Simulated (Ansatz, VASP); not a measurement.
## AlCo: VASP beside Ansatz

Contents of INCAR:

```
PREC = Accurate
ENCUT = 520
EDIFF = 1E-7
ISMEAR = 0
SIGMA = 0.15
LREAL = F
LASPH = T
NELM = 100
ALGO = Fast
ISIF = 2
LWAVE = F
LCHARG = F
GGA = PE
NBANDS = 13
```

The input KPOINTS:

```
Automatic mesh
0
Gamma
  22 22 22
```

File POSCAR:

```
AlCo
1.0
    2.7235668010      0.0000000000      0.0000000000
    0.0000000000      2.7235668010      0.0000000000
    0.0000000000      0.0000000000      2.8519024094
Al Co
1 1
Direct
    0.0000000000      0.0000000000      0.0000000000
    0.5000000000      0.5000000000      0.5000000000
```

Input for Ansatz:

```yaml
crystal:
  lattice:
    - [2.723566801, 0.0, 0.0]
    - [0.0, 2.723566801, 0.0]
    - [0.0, 0.0, 2.8519024094]
  atoms:
    - { symbol: Al, position: [0.0, 0.0, 0.0] }
    - { symbol: Co, position: [0.5, 0.5, 0.5] }
basis:
  ecutwfc: 420
kpoints:
  mp_grid: { grid: [22, 22, 22] }
hamiltonian:
  xc: pbe
scf:
  occupations: { method: gaussian, width: 0.15 }
output:
  forces: true
  stress: true
  eigenvalues: true
  write_density: true
  write_potential: true
  elf: true
  volumetric_format: npy
```

Change from the starting cell: strain -0.0450 x Voigt [1, 1, 0, 0, 0, 0], atoms carried along.

Alike in both runs: task single point; functional PBE; k mesh 22 × 22 × 22; occupations gaussian, width 0.15 eV; no spin polarisation.

|  | VASP | Ansatz |
| --- | --- | --- |
| version | VASP 6.6.1 | Ansatz 0.2.0 |
| potentials or method | VASP PAW PBE potentials, release 64 (Al, Co), cutoff 520 eV | scalar-relativistic, plane waves, PAW |
| valence electrons in the cell | 12 | 20 |

Ansatz gave:

```
gap on the k mesh at the Fermi level (eV)                     : none
pressure (GPa)                                                : 20.5
traceless stress, the component that is largest in VASP (GPa) : -5.35
```

Question: Estimate VASP's values.

Answer: gap on the k mesh at the Fermi level (eV): none; pressure (GPa): 20.0; traceless stress, the component that is largest in VASP (GPa): -5.34.

A gap of «none» marks a metal or a gap that the smearing closes. The functional is the same, so the differences come from potentials, cutoffs and numerics. VASP's potentials hold 12 valence electrons a cell and Ansatz's 20, so a difference there can come from the potentials and not from the codes.
